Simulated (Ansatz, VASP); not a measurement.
# ZnS in VASP and in Ansatz

```
CELL_PARAMETERS angstrom
3.81100 0.00000 0.00000
-1.90550 3.30042 0.00000
0.00000 0.00000 6.23400
ATOMIC_POSITIONS crystal
Zn 0.33333 0.66667 0.00000
Zn 0.66667 0.33333 0.50000
S 0.33333 0.66667 0.40906
S 0.66667 0.33333 0.88500
```

Alike in both runs: task single point; functional PBE; k mesh 12 × 12 × 6; occupations gaussian, width 0.05 eV; no spin polarisation.

|  | VASP | Ansatz |
| --- | --- | --- |
| version | VASP 6.6.1 | Ansatz 0.2.0 |
| potentials or method | VASP PAW PBE potentials, release 64 (Zn, S), cutoff 520 eV | scalar-relativistic, plane waves, PAW |
| valence electrons in the cell | 36 | 36 |

|  | VASP | Ansatz | Ansatz less VASP |
| --- | --- | --- | --- |
| gap on the k mesh at the Fermi level (eV) | 2.24 | 2.23 | -0.007 |
| least direct gap on the mesh (eV) | 2.24 | 2.23 | -0.007 |
| pressure (GPa) | 3.2 | 3.0 | -0.17 |
| traceless stress, the component that is largest in VASP (GPa) | -2.60 | -2.55 | +0.052 |
| rms of the force components (eV/Å) | 0.425 | 0.422 | -0.0032 |

Atom by atom the forces differ by 0.004 eV/Å (rms over components). With one functional, cell and mesh, what is left measures potentials, basis and numerics.
